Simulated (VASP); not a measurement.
# TaRu (P4/mmm) in VASP: notebook

Runs on TaRu. Level: LDA. Tasks: electric field gradients.

Program: VASP 6.6.1. These are calculated values, not measurements. Logs are shortened: lines on timing, memory, paths and dates and some standing lists are left out, and cuts for length are marked.

### 1 The cell of the first run

The structure is tetragonal, space group P4/mmm (No. 123). The conventional cell has a = 3.073 Å, b = 3.073 Å, c = 3.411 Å, α = 90.00°, β = 90.00°, γ = 90.00°. Within 3.6 Å of Ta (site symmetry 4/mmm) lie 8 Ru at 2.76 Å and 6 Ta at 3.07 to 3.41 Å. Within 3.6 Å of Ru (site symmetry 4/mmm) lie 8 Ta at 2.76 Å and 6 Ru at 3.07 to 3.41 Å.

### 2 Electric field gradients, LDA (volume scaled by 1.02)

Contents of INCAR:

```
ALGO     = Normal         # electronic algorithm
EDIFF    = 1E-8           # SCF threshold, eV
ENCUT    = 520            # plane-wave cutoff, eV
ISIF     = 2              # what is computed and relaxed
ISMEAR   = -1             # smearing method
LASPH    = T              # aspherical terms in the spheres
LCHARG   = F              # write CHGCAR
LEFG     = T            
LREAL    = F              # projectors in reciprocal space
LWAVE    = F              # write WAVECAR
NBANDS   = 20             # bands
NELM     = 100            # most SCF steps
PREC     = Accurate       # precision mode
SIGMA    = 0.05           # smearing width, eV
```

Contents of KPOINTS:

```
k-points
0
Gamma
  11 11 10
```

Contents of POSCAR:

```
TaRu
1.0
    3.0732191323      0.0000000000      0.0000000000
    0.0000000000      3.0732191323      0.0000000000
    0.0000000000      0.0000000000      3.4114443627
Ta Ru
1 1
Direct
    0.5000000000      0.5000000000      0.5000000000
    0.0000000000      0.0000000000      0.0000000000
```

Potentials or basis: VASP PAW LDA potentials, release 64 (Ta_pv, Ru_pv).

The run is started by

```
> cat potpaw_LDA.64/Ta_pv/POTCAR potpaw_LDA.64/Ru_pv/POTCAR > POTCAR
> mpirun -np 1 vasp_std > vasp.out
```

OUTCAR:

```text
EDIFF = 1E-8
   ENCUT = 520
   ISIF = 2
   ISMEAR = -1
   LASPH = T
   LREAL = F
   NELM = 100
   PREC = Accurate

 ion  position               nearest neighbor table
   1  0.500  0.500  0.500-   2 2.76   2 2.76   2 2.76   2 2.76   2 2.76   2 2.76   2 2.76   2 2.76

   2  0.000  0.000  0.000-   1 2.76   1 2.76   1 2.76   1 2.76   1 2.76   1 2.76   1 2.76   1 2.76

  LATTYP: Found a simple tetragonal cell.
 ALAT       =     3.0732191323
 C/A-ratio  =     1.1100556829

  Lattice vectors:

 A1 = (   3.0732191323,   0.0000000000,   0.0000000000)
 A2 = (   0.0000000000,   3.0732191323,   0.0000000000)
 A3 = (   0.0000000000,   0.0000000000,   3.4114443627)

Analysis of symmetry for initial positions (statically):
=====================================================================
 Subroutine PRICEL returns:
 Original cell was already a primitive cell.

 Routine SETGRP: Setting up the symmetry group for a
 simple tetragonal supercell.

 Subroutine GETGRP returns: Found 16 space group operations
 (whereof 16 operations were pure point group operations)
 out of a pool of 16 trial point group operations.

The static configuration has the point symmetry D_4h.

Analysis of symmetry for dynamics (positions and initial velocities):
=====================================================================
 Subroutine PRICEL returns:
 Original cell was already a primitive cell.

 Routine SETGRP: Setting up the symmetry group for a
 simple tetragonal supercell.

 Subroutine GETGRP returns: Found 16 space group operations
 (whereof 16 operations were pure point group operations)
 out of a pool of 16 trial point group operations.

The dynamic configuration has the point symmetry D_4h.

 Subroutine INISYM returns: Found 16 space group operations
 (whereof 16 operations are pure point group operations),
 and found     1 'primitive' translations

----------------------------------------------------------------------------------------

                                     Primitive cell

  volume of cell :      32.2200

  direct lattice vectors                    reciprocal lattice vectors
     3.073219132  0.000000000  0.000000000     0.325391701  0.000000000  0.000000000
     0.000000000  3.073219132  0.000000000     0.000000000  0.325391701  0.000000000
     0.000000000  0.000000000  3.411444363     0.000000000  0.000000000  0.293130971

  length of vectors
     3.073219132  3.073219132  3.411444363     0.325391701  0.325391701  0.293130971

  position of ions in fractional coordinates (direct lattice)
     0.500000000  0.500000000  0.500000000
     0.000000000  0.000000000  0.000000000

  ion indices of the primitive-cell ions
   primitive index   ion index
                 1           1
                 2           2

----------------------------------------------------------------------------------------

 KPOINTS: k-points

Automatic generation of k-mesh.
 Grid dimensions read from file:
 generate k-points for:   11   11   10

 Generating k-lattice:

  Cartesian coordinates                     Fractional coordinates (reciprocal lattice)
     0.029581064  0.000000000  0.000000000     0.090909091  0.000000000  0.000000000
     0.000000000  0.029581064  0.000000000     0.000000000  0.090909091  0.000000000
     0.000000000  0.000000000  0.029313097     0.000000000  0.000000000  0.100000000

  Length of vectors
     0.029581064  0.029581064  0.029313097

  Shift w.r.t. Gamma in fractional coordinates (k-lattice)
     0.000000000  0.000000000  0.000000000

 Subroutine IBZKPT returns following result:
 ===========================================

 Found    126 irreducible k-points:

 Following reciprocal coordinates:
            Coordinates               Weight
  0.000000  0.000000  0.000000      1.000000
  0.090909  0.000000  0.000000      4.000000
  0.181818  0.000000  0.000000      4.000000
  0.272727  0.000000  0.000000      4.000000
  0.363636  0.000000  0.000000      4.000000
  0.454545  0.000000  0.000000      4.000000
[... 16 lines left out ...]
  0.090909  0.000000  0.100000      8.000000
  0.181818  0.000000  0.100000      8.000000
 [... further k-points ...]
   k-points           NKPTS =    126   k-points in BZ     NKDIM =    126   number of bands    NBANDS=     20
   number of dos      NEDOS =    301   number of ions     NIONS =      2
   total plane-waves  NPLWV =  16128
   dimension x,y,z NGX =    24 NGY =   24 NGZ =   28
   dimension x,y,z NGXF=    48 NGYF=   48 NGZF=   56
   ions per type =               1   1
   NGX,Y,Z   is equivalent  to a cutoff of  12.98, 12.98, 13.64 a.u.
   NGXF,Y,Z  is equivalent  to a cutoff of  25.97, 25.97, 27.29 a.u.
 SYSTEM =  unknown system
   PREC   = accura    normal or accurate (medium, high low for compatibility)
   ISTART =      0    job   : 0-new  1-cont  2-samecut
   ICHARG =      2    charge: 1-file 2-atom 10-const
   ISPIN  =      1    spin polarized calculation?
   LNONCOLLINEAR =      F non collinear calculations
   LSORBIT =      F    spin-orbit coupling
   LASPH  =      T    aspherical Exc in radial PAW
   ENCUT  =  520.0 eV  38.22 Ry    6.18 a.u.   5.71  5.71  6.34*2*pi/ulx,y,z
   NELM   =    100;   NELMIN=  2; NELMDL= -5     # of ELM steps
   EDIFF  = 0.1E-07   stopping-criterion for ELM
   LREAL  =      F    real-space projection
   EDIFFG = 0.1E-06   stopping-criterion for IOM
   NSW    =      0    number of steps for IOM
   IBRION =     -1    ionic relax: 0-MD 1-quasi-New 2-CG
   NFREE  =      0    steps in history (QN), initial steepest desc. (CG)
   ISIF   =      2    stress and relaxation
   ISYM   =      2    0-nonsym 1-usesym 2-fastsym
   POTIM  = 0.5000    time-step for ionic-motion
   TEBEG  =    0.0;   TEEND  =   0.0 temperature during run
   PSTRESS=    0.0 pullay stress
   NELECT =      25.0000    total number of electrons
   NUPDOWN=      -1.0000    fix difference up-down
   EMIN   =  10.00;   EMAX   =-10.00  energy-range for DOS
   EFERMI =   0.00;   METHOD = LEGACY
   ISMEAR =    -1;   SIGMA  =   0.05  broadening in eV -4-tet -1-fermi 0-gaus
   EFERMI_NEDOS =   21; number of points for ismear=-14 and -15
   IALGO  =     38    algorithm
   IMIX   =      4    mixing-type and parameters
     AMIX     =   0.40;   BMIX     =  1.00
     AMIX_MAG =   1.60;   BMIX_MAG =  1.00
  volume/ion in A,a.u.               =      16.11       108.72
  Fermi-wavevector in a.u.,A,eV,Ry     =   1.504341  2.842793 30.790567  2.263043
  Thomas-Fermi vector in A             =   2.615334
   LORBIT       =      0    0 simple, 1 ext, 2 COOP (PROOUT), +10 PAW based schemes
   GGA     = CA    functional components
   LHFCALC =     F    Hartree Fock is set to
   AEXX    =    0.0000 exact exchange contribution
   IVDW    =     0    specifies the selected vdW correction
   LEPSILON=     F    determine dielectric tensor
   LRPA    =     F    only Hartree local field effects (RPA)
 non-spin polarized calculation
  energy-cutoff  :      520.00
  volume of cell :       32.22
 maximum number of plane-waves:       882
 NGX is ok and might be reduce to    24
   NGX = 11   NGY = 11   NGZ = 13

 number of electron      25.0000008 magnetization

 Free energy of the ion-electron system (eV)
  ---------------------------------------------------
  ext. energy  EPLUGINS =         0.00000000
  ---------------------------------------------------
  free energy    TOTEN  =       -23.98896646 eV

  energy without entropy =      -23.96902795  energy(sigma->0) =      -23.97899721

 E-fermi :   8.9615     XC(G=0): -13.3770

 val. band max:        8.9563380732   @ k =   0.4545   0.0000   0.5000
 cond. band min:       8.9662350867   @ k =   0.4545   0.0909   0.1000
 fundamental gap:      0.0098970134
 Fermi energy:         8.9615130699

 k-point     1 :       0.0000    0.0000    0.0000
  band No.  band energies     occupation
      1     -33.7446      2.00000
      2     -33.7087      2.00000
      3     -33.7087      2.00000
      4     -25.7515      2.00000
      5     -25.6184      2.00000
      6     -25.6184      2.00000
[... 12 lines left out ...]
     19      18.2184      0.00000
     20      18.2184      0.00000

 k-point     2 :       0.0909    0.0000    0.0000
  band No.  band energies     occupation
      1     -33.7424      2.00000
      2     -33.7202      2.00000
      3     -33.7071      2.00000
      4     -25.7512      2.00000
      5     -25.6549      2.00000
      6     -25.6170      2.00000
[... 498 lines left out ...]
 k-point    24 :       0.1818    0.0000    0.1000
  band No.  band energies     occupation
      1     -33.7520      2.00000
      2     -33.7393      2.00000
      3     -33.7019      2.00000
      4     -25.7715      2.00000
      5     -25.7448      2.00000
      6     -25.6137      2.00000
[... 12 lines left out ...]
     19      17.9308      0.00000
     20      19.1870      0.00000

 [... further k-points ...]

------------------------ aborting loop because EDIFF is reached ----------------------------------------

  FORCE on cell =-STRESS in cart. coord.  units (eV):
  Direction    XX          YY          ZZ          XY          YZ          ZX
  --------------------------------------------------------------------------------------
  -------------------------------------------------------------------------------------
  Total       -2.9453333     -2.9453333     -2.6732916      0.0000000      0.0000000     -0.0000000
  in kB     -146.4602171   -146.4602171   -132.9326218      0.0000000      0.0000000     -0.0000000
  external PRESSURE =    -141.9510187 kB  Pullay stress =       0.0000000 kB

 VOLUME and BASIS-vectors are now :
 -----------------------------------------------------------------------------
  energy-cutoff  :      520.00
  volume of cell :       32.22
      direct lattice vectors                 reciprocal lattice vectors
     3.073219132  0.000000000  0.000000000     0.325391701  0.000000000  0.000000000
     0.000000000  3.073219132  0.000000000     0.000000000  0.325391701  0.000000000
     0.000000000  0.000000000  3.411444363     0.000000000  0.000000000  0.293130971

 POSITION                                       TOTAL-FORCE (eV/Angst)
 -----------------------------------------------------------------------------------
      1.53661      1.53661      1.70572         0.000000      0.000000      0.000000
      0.00000      0.00000      0.00000         0.000000      0.000000      0.000000
 -----------------------------------------------------------------------------------
    total drift:                                0.000000      0.000000     -0.000000

  FREE ENERGIE OF THE ION-ELECTRON SYSTEM (eV)
  ---------------------------------------------------
  free  energy   TOTEN  =       -23.9889664587 eV

  energy  without entropy=      -23.9690279521  energy(sigma->0) =      -23.97899721

 Electric field gradients (V/A^2)
---------------------------------------------------------------------
 ion       V_xx      V_yy      V_zz      V_xy      V_xz      V_yz
---------------------------------------------------------------------
   1      -6.924    -6.924    13.849     0.000     0.000    -0.000
   2     -11.005   -11.005    22.010    -0.000    -0.000     0.000
---------------------------------------------------------------------

 Electric field gradients after diagonalization (V/A^2)
 (convention: |V_zz| > |V_xx| > |V_yy|)
----------------------------------------------------------------------
 ion       V_xx      V_yy      V_zz     asymmetry (V_yy - V_xx)/ V_zz
----------------------------------------------------------------------
   1      -6.924    -6.924    13.849       0.000
   2     -11.005   -11.005    22.010       0.000
----------------------------------------------------------------------

           NMR quadrupolar parameters

 Cq : quadrupolar parameter    Cq=e*Q*V_zz/h
 eta: asymmetry parameters     (V_yy - V_xx)/ V_zz
 Q  : nuclear electric quadrupole moment in mb (millibarn)
----------------------------------------------------------------------
 ion       Cq(MHz)       eta       Q (mb)
----------------------------------------------------------------------
   1       0.033       0.000       1.000
   2       0.053       0.000       1.000
----------------------------------------------------------------------
```

It took 25 s on 1 thread of Intel Xeon 6975P-C (Granite Rapids), shared host; peak memory 0.18 GiB.

Results:

* Free energy: -23.9890 eV
* Pressure: -14.2 GPa

Electric field gradients, principal values (V/Å²):
| atom | least | middle | greatest (by size) |
| --- | --- | --- | --- |
| 1 Ta | -6.924 | -6.924 | 13.849 |
| 2 Ru | -11.005 | -11.005 | 22.010 |

Caveat: without QUAD_EFG the Cq values of the log hold for a quadrupole moment of 1 mb, not for the nuclei; spin-orbit coupling is left out, which moves the levels of the heavy elements.

[end of part 1 of 2]
